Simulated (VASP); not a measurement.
# AgH16O8F in VASP: a series of runs

AgH16O8F is run at these levels: PBE+D3(BJ); tasks: single point.

All numbers are computed with VASP 6.6.1; they aren't measurements. Logs are shortened: lines on timing, memory, paths and dates and some standing lists are left out, and cuts for length are marked.

## (1) The cell of the first run

The cell holds an amorphous packing of atoms, 26 atoms: a = 6.573 Å, b = 6.573 Å, c = 6.573 Å, α = 90.00°, β = 90.00°, γ = 90.00°.

## (2) Single point, PBE+D3(BJ)

File INCAR:

```
PREC = Accurate
ENCUT = 520
EDIFF = 1E-6
ISMEAR = -1
SIGMA = 0.05
LREAL = False
LASPH = True
NELM = 120
ALGO = Normal
ISIF = 2
LWAVE = False
LCHARG = True
GGA = PE
IVDW = 12
LELF = True
LVHAR = True
NBANDS = 60
GGA_COMPAT = False
```

File KPOINTS:

```
Automatic mesh
0
Gamma
  1 1 1
```

File POSCAR:

```
AgH16O8F
1.0
    6.5731380000      0.0000000000      0.0000000000
    0.0000000000      6.5731380000      0.0000000000
    0.0000000000      0.0000000000      6.5731380000
O H Ag F
8 16 1 1
Direct
    0.4585328956      0.0711532300      0.5408375726
    0.8577790395      0.6358911071      0.0992980826
    0.2308182180      0.4108235671      1.0286411148
    0.3202275686      0.6680675197      0.3488744645
    0.8581441619      0.9860739269      0.7166440139
    0.5283625568      1.1509723362      0.9871997210
    1.0898447591      0.1602887388      0.3160286609
    0.6080505232      0.4372340882      0.6055098798
    0.5441388877      0.0706055464      0.4180043078
    0.3203492761      0.1011389081      0.4839697569
    0.7900792589      0.7566249180      0.1534426936
    0.7499310071      0.5524758494      0.0473594195
    0.1552226653      0.4204232438      0.8916897835
    0.3590218249      0.3235288838      1.0092896270
    0.4398812257      0.7555904045      0.3083458768
    0.2806117869      0.5971424912      0.2196363442
    0.8172504518      0.9059143441      0.6010979839
    0.8328594349      0.8841895606      0.8269109822
    0.6144858057      1.1513678855      0.8698889328
    0.5858845501      1.0389406095      1.0737793730
    1.1364891472      0.2418783844      0.1932866768
    0.9901207003      0.0546010140      0.2642573456
    0.5066377733      0.5460253535      0.5599608589
    0.5333677765      0.3014998316      0.6038059752
    0.8860608130      0.3952906511      0.4237245590
    0.6934283138      0.9390644164      0.2496524491
```

Potentials or basis: VASP PAW PBE potentials, release 64 (O, H, Ag, F).

The run is started by

```
$ cat potpaw_PBE.64/O/POTCAR potpaw_PBE.64/H/POTCAR potpaw_PBE.64/Ag/POTCAR potpaw_PBE.64/F/POTCAR > POTCAR
$ mpirun -np 1 vasp_gam > vasp.out
```

OUTCAR:

```text
PREC = Accurate
   ENCUT = 520
   EDIFF = 1E-6
   ISMEAR = -1
   LREAL = False
   LASPH = True
   NELM = 120
   ISIF = 2
   GGA = PE
   IVDW = 12
 IVDW          = 12

 ion  position               nearest neighbor table
   1  0.459  0.071  0.541-   9 0.98  10 1.00
   2  0.858  0.636  0.099-  12 0.96  11 0.98  25 2.66
   3  0.231  0.411  0.029-  14 1.03  13 1.03
   4  0.320  0.668  0.349-  16 1.00  15 1.01
   5  0.858  0.986  0.717-  17 0.96  18 1.00
   6  0.528  0.151  0.987-  19 0.96  20 1.00
   7  0.090  0.160  0.316-  22 1.01  21 1.02  25 2.16
   8  0.608  0.437  0.606-  24 1.02  23 1.02  25 2.20
   9  0.544  0.071  0.418-   1 0.98
  10  0.320  0.101  0.484-   1 1.00
  11  0.790  0.757  0.153-   2 0.98
  12  0.750  0.552  0.047-   2 0.96
  13  0.155  0.420  0.892-   3 1.03
  14  0.359  0.324  0.009-   3 1.03
[... 8 lines left out ...]
  23  0.507  0.546  0.560-   8 1.02
  24  0.533  0.301  0.604-   8 1.02
  25  0.886  0.395  0.424-   7 2.16   8 2.20   2 2.66
  26  0.693  0.939  0.250-

  LATTYP: Found a simple cubic cell.
 ALAT       =     6.5731380000

  Lattice vectors:

 A1 = (   6.5731380000,   0.0000000000,   0.0000000000)
 A2 = (   0.0000000000,   6.5731380000,   0.0000000000)
 A3 = (   0.0000000000,   0.0000000000,   6.5731380000)

Analysis of symmetry for initial positions (statically):
=====================================================================
 Subroutine PRICEL returns:
 Original cell was already a primitive cell.

 Routine SETGRP: Setting up the symmetry group for a
 simple cubic supercell.

 Subroutine GETGRP returns: Found  1 space group operations
 (whereof  1 operations were pure point group operations)
 out of a pool of 48 trial point group operations.

The static configuration has the point symmetry C_1 .

Analysis of symmetry for dynamics (positions and initial velocities):
=====================================================================
 Subroutine PRICEL returns:
 Original cell was already a primitive cell.

 Routine SETGRP: Setting up the symmetry group for a
 simple cubic supercell.

 Subroutine GETGRP returns: Found  1 space group operations
 (whereof  1 operations were pure point group operations)
 out of a pool of 48 trial point group operations.

The dynamic configuration has the point symmetry C_1 .

 Subroutine INISYM returns: Found  1 space group operations
[... 123 lines left out ...]
   EDIFFG = 0.1E-04   stopping-criterion for IOM
   NSW    =      0    number of steps for IOM
   IBRION =     -1    ionic relax: 0-MD 1-quasi-New 2-CG
   NFREE  =      0    steps in history (QN), initial steepest desc. (CG)
   ISIF   =      2    stress and relaxation
   ISYM   =      2    0-nonsym 1-usesym 2-fastsym
   POTIM  = 0.5000    time-step for ionic-motion
   TEBEG  =    0.0;   TEEND  =   0.0 temperature during run
   PSTRESS=    0.0 pullay stress
   NELECT =      82.0000    total number of electrons
   NUPDOWN=      -1.0000    fix difference up-down
   EMIN   =  10.00;   EMAX   =-10.00  energy-range for DOS
   EFERMI =   0.00;   METHOD = LEGACY
   ISMEAR =    -1;   SIGMA  =   0.05  broadening in eV -4-tet -1-fermi 0-gaus
   EFERMI_NEDOS =   21; number of points for ismear=-14 and -15
   IALGO  =     38    algorithm
   IMIX   =      4    mixing-type and parameters
     AMIX     =   0.40;   BMIX     =  1.00
     AMIX_MAG =   1.60;   BMIX_MAG =  1.00
  volume/ion in A,a.u.               =      10.92        73.71
  Fermi-wavevector in a.u.,A,eV,Ry     =   1.082032  2.044744 15.929604  1.170793
  Thomas-Fermi vector in A             =   2.218063
   LORBIT       =      0    0 simple, 1 ext, 2 COOP (PROOUT), +10 PAW based schemes
   GGA     = PE    functional components
   LHFCALC =     F    Hartree Fock is set to
   AEXX    =    0.0000 exact exchange contribution
   IVDW    =    12    specifies the selected vdW correction
   LEPSILON=     F    determine dielectric tensor
   LRPA    =     F    only Hartree local field effects (RPA)
 non-spin polarized calculation
  energy-cutoff  :      520.00
  volume of cell :      284.00
 maximum number of plane-waves:      3845
 NGX is ok and might be reduce to    50
   NGX = 25   NGY = 25   NGZ = 25

 number of electron      81.9999987 magnetization

 Free energy of the ion-electron system (eV)
  ---------------------------------------------------
  ext. energy  EPLUGINS =         0.00000000
  ---------------------------------------------------
  free energy    TOTEN  =      -122.69218999 eV

  energy without entropy =     -122.69218999  energy(sigma->0) =     -122.69218999

 E-fermi :  -1.4162     XC(G=0):  -7.0230

 val. band max:       -2.6333613196   @ k =   0.0000   0.0000   0.0000
 cond. band min:       0.5524273710   @ k =   0.0000   0.0000   0.0000
 fundamental gap:      3.1857886906
 Fermi energy:        -1.4162257675

 k-point     1 :       0.0000    0.0000    0.0000
  band No.  band energies     occupation
      1     -23.7131      2.00000
      2     -22.3650      2.00000
      3     -21.7854      2.00000
      4     -21.6800      2.00000
      5     -21.6254      2.00000
      6     -21.5969      2.00000
[... 45 lines left out ...]
     52       6.8669      0.00000
     53       6.9715      0.00000
 [bands above 53 left out]

------------------------ aborting loop because EDIFF is reached ----------------------------------------

 Edisp (eV)   -1.13326

 E8    (eV) :    -0.2760

  FORCE on cell =-STRESS in cart. coord.  units (eV):
  Direction    XX          YY          ZZ          XY          YZ          ZX
  --------------------------------------------------------------------------------------
  -------------------------------------------------------------------------------------
  Total      -2.54227    -1.61083    -0.70858    -2.36423     2.72190    -2.88591
  in kB     -14.34216    -9.08744    -3.99745   -13.33775    15.35553   -16.28079
  external pressure =       -9.14 kB  Pullay stress =        0.00 kB

 VOLUME and BASIS-vectors are now :
 -----------------------------------------------------------------------------
  energy-cutoff  :      520.00
  volume of cell :      284.00
      direct lattice vectors                 reciprocal lattice vectors
     6.573138000  0.000000000  0.000000000     0.152134338  0.000000000  0.000000000
     0.000000000  6.573138000  0.000000000     0.000000000  0.152134338  0.000000000
     0.000000000  0.000000000  6.573138000     0.000000000  0.000000000  0.152134338

 POSITION                                       TOTAL-FORCE (eV/Angst)
 -----------------------------------------------------------------------------------
      3.01400      0.46770      3.55500        -1.127077      0.943611     -0.228529
      5.63830      4.17980      0.65270         1.018293     -0.886502     -0.379027
      1.51720      2.70040      0.18826        -0.540973     -0.302707     -1.715774
      2.10490      4.39130      2.29320         1.048815      0.425027     -0.695141
      5.64070      6.48160      4.71060        -0.067509     -0.742016      1.365123
      3.47300      0.99236      6.48900        -0.378754      0.173259      0.446006
[... 18 lines left out ...]
      5.82420      2.59830      2.78520        -0.601977      0.338605      0.219692
      4.55800      6.17260      1.64100         0.219800     -0.034529      0.343674
 -----------------------------------------------------------------------------------
    total drift:                                0.002065      0.000418     -0.001308

  FREE ENERGIE OF THE ION-ELECTRON SYSTEM (eV)
  ---------------------------------------------------
  free  energy   TOTEN  =      -123.8254467024 eV

  energy  without entropy=     -123.8254467023  energy(sigma->0) =     -123.82544670
```

OSZICAR:

```text
N       E                     dE             d eps       ncg     rms          rms(c)
DAV:   1     0.718864656650E+03    0.71886E+03   -0.45984E+04   120   0.128E+03
DAV:   2    -0.627641001452E+02   -0.78163E+03   -0.75029E+03   148   0.319E+02
DAV:   3    -0.134260213694E+03   -0.71496E+02   -0.71043E+02   144   0.103E+02
DAV:   4    -0.135398815255E+03   -0.11386E+01   -0.11356E+01   144   0.142E+01
DAV:   5    -0.135415281832E+03   -0.16467E-01   -0.16459E-01   144   0.167E+00    0.218E+01
DAV:   6    -0.123047336200E+03    0.12368E+02   -0.40071E+01   136   0.266E+01    0.875E+00
DAV:   7    -0.122848184716E+03    0.19915E+00   -0.17007E+00   136   0.561E+00    0.568E+00
DAV:   8    -0.122692803920E+03    0.15538E+00   -0.44959E-01   152   0.411E+00    0.815E-01
DAV:   9    -0.122686722050E+03    0.60819E-02   -0.81410E-02   144   0.144E+00    0.415E-01
DAV:  10    -0.122691227878E+03   -0.45058E-02   -0.20205E-02   128   0.676E-01    0.234E-01
DAV:  11    -0.122691496805E+03   -0.26893E-03   -0.21737E-03   160   0.339E-01    0.113E-01
DAV:  12    -0.122692195163E+03   -0.69836E-03   -0.15617E-03   128   0.224E-01    0.476E-02
DAV:  13    -0.122692179669E+03    0.15494E-04   -0.20880E-04   152   0.898E-02    0.176E-02
DAV:  14    -0.122692188578E+03   -0.89086E-05   -0.50125E-05   128   0.343E-02    0.908E-03
DAV:  15    -0.122692189965E+03   -0.13872E-05   -0.45505E-06   144   0.147E-02    0.561E-03
DAV:  16    -0.122692189986E+03   -0.21480E-07   -0.45348E-06   144   0.126E-02
   1 F= -.12382545E+03 E0= -.12382545E+03  d E =-.679214E-10
```

stdout:

```text
POSCAR found type information on POSCAR O H AgF
 POSCAR found :  4 types and      26 ions
 scaLAPACK will be used
 -----------------------------------------------------------------------------
|                                                                             |
|                                                                             |
|     You have a (more or less) 'large supercell' and for larger cells it     |
|     might be more efficient to use real-space projection operators.         |
|     Therefore, try LREAL= Auto in the INCAR file.                           |
|     Mind: For very accurate calculation, you might also keep the            |
|     reciprocal projection scheme (i.e. LREAL=.FALSE.).                      |
|                                                                             |
 -----------------------------------------------------------------------------

 LDA part: xc-table for (Slater+PW92), standard interpolation
 POSCAR, INCAR and KPOINTS ok, starting setup
 FFT: planning ... GRIDC
 FFT: planning ... GRID_SOFT
 FFT: planning ... GRID
 WAVECAR not read
 entering main loop
```

Wall time 52 s (1 thread of AMD EPYC 7R43 (Zen 3), shared host); peak memory 0.32 GiB.

What came out:

| Quantity | Value |
| --- | --- |
| Free energy | -123.8254 eV |
| Pressure | -0.9 GPa |
| Largest force | 2.440 eV/Å |
| Band gap on the k mesh | 3.19 eV |
| Dispersion energy per atom | -0.044 eV |

Forces in eV/Å, atoms in the order of the input:
```
O   -1.127  0.944 -0.229
O    1.018 -0.887 -0.379
O   -0.541 -0.303 -1.716
O    1.049  0.425 -0.695
O   -0.068 -0.742  1.365
O   -0.379  0.173  0.446
O   -0.532 -0.738 -0.888
O   -0.847  1.261  0.078
H    0.221 -0.542 -0.071
H    0.519 -0.434  0.327
H   -0.500  0.877  0.627
H   -0.549 -0.521 -0.416
H    1.195 -0.146  2.122
H   -0.427  0.009 -0.335
H   -1.078 -0.557  0.362
H    0.176  0.232  0.507
H   -0.197 -0.004 -0.832
H    0.470  0.688 -0.415
H    0.418 -0.034 -0.936
H   -0.112  0.528  0.378
H    0.023 -0.217 -0.052
H    0.765  0.803  0.510
H    0.782 -1.247  0.017
H    0.102  0.128 -0.340
Ag  -0.602  0.339  0.220
F    0.220 -0.035  0.344
```

Stress tensor (GPa, compression positive):
```
-1.43 -1.33 -1.63
-1.33 -0.91  1.54
-1.63  1.54 -0.40
```

Caveat: the k points lie up to 0.96 Å⁻¹ apart.

## (3) Single point, PBE+D3(BJ)

File INCAR:

```
SYSTEM = AgH16O8F
PREC = Accurate
ENCUT = 520
EDIFF = 1E-6
ISMEAR = -1
SIGMA = 0.05
LREAL = .False.
LASPH = .True.
NELM = 120
ALGO = Normal
ISIF = 2
LWAVE = .False.
LCHARG = .False.
GGA = PE
IVDW = 12
NBANDS = 60
GGA_COMPAT = .False.
```

File KPOINTS:

```
Automatic mesh
0
Gamma
  1 1 1
  0 0 0
```

File POSCAR:

```
AgH16O8F
1.0
    6.5731380000      0.0000000000      0.0000000000
    0.0000000000      6.5731380000      0.0000000000
    0.0000000000      0.0000000000      6.5731380000
O H Ag F
8 16 1 1
Direct
    0.4784624939      0.0961184749      0.5398334859
    0.8600914814      0.5978270957      0.0493523793
    0.1979876278      0.3758174558      1.0301472447
    0.3484180615      0.6648574851      0.3266780646
    0.9191043912      0.9737966858      0.7529280535
    0.5803925005      1.2027284381      0.9721688484
    1.0758940403      0.1151656941      0.3119362472
    0.5982987121      0.4986202937      0.5783995407
    0.5760262450      0.0268212838      0.4419806795
    0.3324135291      0.0765844259      0.5041731970
    0.7948258503      0.7176176736      0.1150287732
    0.7433131634      0.5217599265     -0.0003499090
    0.1216466169      0.4480660531      0.9358391684
    0.3241830614      0.3070223081      0.9690653079
    0.4466968440      0.7658442589      0.2850693231
    0.2886292666      0.5918634296      0.2006651922
    0.8273673853      0.8876582235      0.6741072529
    0.9537301666      0.8878407847      0.8666636848
    0.6806642429      1.2001269409      0.8691434745
    0.6244810317      1.0829530736      1.0607718870
    1.1269807511      0.1753043980      0.1871100226
    0.9596634058      0.0261214659      0.2803227317
    0.5042036239      0.5625775695      0.4751003250
    0.5341132348      0.3634032938      0.5864322337
    0.8865476428      0.3904375657      0.4410983004
    0.7144837063      0.9361130103      0.2612450857
```

Potentials or basis: VASP PAW PBE potentials, release 64 (O, H, Ag, F).

The run is started by

```
$ cat potpaw_PBE.64/O/POTCAR potpaw_PBE.64/H/POTCAR potpaw_PBE.64/Ag/POTCAR potpaw_PBE.64/F/POTCAR > POTCAR
$ mpirun -np 1 vasp_gam > vasp.out
```

It took 40 s on 1 thread of AMD EPYC 7R43 (Zen 3), shared host; peak memory 0.31 GiB.

Results (log left out):

* Free energy: -124.0498 eV
* Pressure: -0.8 GPa
* Largest force: 3.784 eV/Å
* Band gap on the k mesh: 3.27 eV
* Dispersion energy per atom: -0.044 eV

Forces on the atoms (eV/Å):
```
O   -0.256  0.084  0.005
O   -0.315  0.522  0.243
O    2.984 -1.850  1.411
O   -1.181 -1.085 -1.061
O   -0.215  0.257 -0.410
O   -0.614 -0.625  1.905
O   -0.063  0.250  1.210
O    0.352  0.027  0.136
H   -1.041  0.402  0.069
H    1.047 -0.200 -0.241
H    0.215  0.074  0.187
H   -0.145 -0.391 -0.126
H   -1.388  1.117 -1.735
H   -0.801  0.763  0.312
H    0.301  0.560 -0.566
H    0.917  0.569  1.303
H    0.005  0.135 -0.030
H    0.142 -0.372  0.388
H    0.878 -0.247 -1.420
H   -0.404  1.024 -0.179
H    0.025  0.549 -0.734
H   -0.455 -0.166 -0.010
H    0.004  0.207 -0.120
H    0.017 -0.806  0.110
Ag  -0.010 -0.366 -0.361
F   -0.001 -0.429 -0.287
```

Stress tensor (GPa, compression positive):
```
-1.99  0.54 -0.01
 0.54 -1.20 -1.85
-0.01 -1.85  0.69
```

Levels at points of the mesh, in eV from the valence-band top:
| k point | band 38 | band 39 | band 40 | band 41 | band 42 | band 43 | band 44 | band 45 |
| --- | --- | --- | --- | --- | --- | --- | --- | --- |
| (0.00, 0.00, 0.00) | -0.60 | -0.49 | -0.15 | 0.00 | 3.27 | 6.02 | 7.03 | 7.33 |

Caveat: the k points lie up to 0.96 Å⁻¹ apart.

## (4) Single point, PBE+D3(BJ)

File INCAR:

```
PREC = Accurate
ENCUT = 520
EDIFF = 1E-6
ISMEAR = -1
SIGMA = 0.05
LREAL = F
LASPH = T
NELM = 120
ALGO = Normal
ISIF = 2
LWAVE = F
LCHARG = F
GGA = PE
IVDW = 12
NBANDS = 60
GGA_COMPAT = F
```

File KPOINTS:

```
regular mesh
0
Gamma
  1 1 1
```

File POSCAR:

```
AgH16O8F
1.0
    6.5731380000      0.0000000000      0.0000000000
    0.0000000000      6.5731380000      0.0000000000
    0.0000000000      0.0000000000      6.5731380000
O H Ag F
8 16 1 1
Direct
    0.4382686017      0.1063571159      0.5811531722
    0.8501114688      0.6093436651      0.0784100379
    0.2765193732      0.3610452116      1.0647882336
    0.3574548412      0.6687521242      0.3088174933
    0.9162594791      0.9191500315      0.7388099869
    0.6130253161      1.2217908707      0.9442217705
    1.0412834783      0.1446645423      0.3067484663
    0.6150030625      0.5146552529      0.5735920956
    0.5068355480      0.0530948841      0.4571484731
    0.2971031492      0.0799922351      0.5583786618
    0.7659051126      0.7197323409      0.1373773075
    0.7453061232      0.5138337275      0.0519843034
    0.2037535192      0.4399268660      0.9615194447
    0.4108844208      0.3056987393      0.9908053049
    0.4281212413      0.7589069330      0.2118470660
    0.3152527758      0.5531452405      0.2301184001
    0.8800210797      0.8653705430      0.6052968917
    0.8800058663      0.8109064499      0.8350805962
    0.5842871396      1.1722407167      0.8084114467
    0.6107128741      1.1045561496      1.0382712184
    1.1362153054      0.1893768243      0.1929063409
    0.9317619682      0.0571264440      0.2563463600
    0.5377644589      0.5946474880      0.4563117342
    0.5283169165      0.3990787962      0.5926849550
    0.8801275738      0.3807770353      0.4436845841
    0.6885600150      0.9367367610      0.2248545520
```

The run is started by

```
$ cat potpaw_PBE.64/O/POTCAR potpaw_PBE.64/H/POTCAR potpaw_PBE.64/Ag/POTCAR potpaw_PBE.64/F/POTCAR > POTCAR
$ mpirun -np 1 vasp_gam > vasp.out
```

It took 40 s on 1 thread of AMD EPYC 7R43 (Zen 3), shared host; peak memory 0.3 GiB.

Results (log left out):

```yaml
Free_energy: -124.2692 eV
Pressure: 0.4 GPa
Largest_force: 2.118 eV/Å
Band_gap_on_the_k_mesh: 3.34 eV
Dispersion_energy_per_atom: -0.043 eV
```

Forces in eV/Å, atoms in the order of the input:
```
O    1.224  0.212 -0.626
O    0.555  0.619  0.199
O    0.341 -0.175 -0.954
O    0.925  1.654  0.798
O    0.048 -0.049 -0.238
O   -0.338  0.758  0.503
O    1.296 -0.107 -0.231
O    0.134  1.821 -1.073
H    0.000  0.048  0.428
H   -1.136 -0.239 -0.056
H    0.446  0.938  0.310
H   -0.708 -1.604 -0.786
H   -0.229 -0.218  0.272
H   -0.443  0.298  0.817
H   -0.062 -0.012  0.443
H   -0.410 -1.314 -0.963
H    0.007  0.035  0.171
H    0.046 -0.093  0.031
H    0.050 -0.674 -0.594
H    0.625 -0.458  0.217
H   -0.642  0.166  0.326
H   -0.507 -0.468 -0.358
H    0.148 -0.588  0.983
H   -0.678 -1.082  0.137
Ag  -0.324  0.236  0.075
F   -0.368  0.296  0.166
```

Stress tensor (GPa, compression positive):
```
 0.15  0.40  0.17
 0.40  1.85  1.70
 0.17  1.70 -0.70
```

Levels at points of the mesh, in eV from the valence-band top:
```
           k point  band 37  band 38  band 39  band 40  band 41  band 42  band 43  band 44  band 45  band 46
(0.00, 0.00, 0.00)    -0.98    -0.98    -0.66    -0.49     0.00     3.34     5.97     6.67     6.99     7.55
```

Caveat: the k points lie up to 0.96 Å⁻¹ apart.
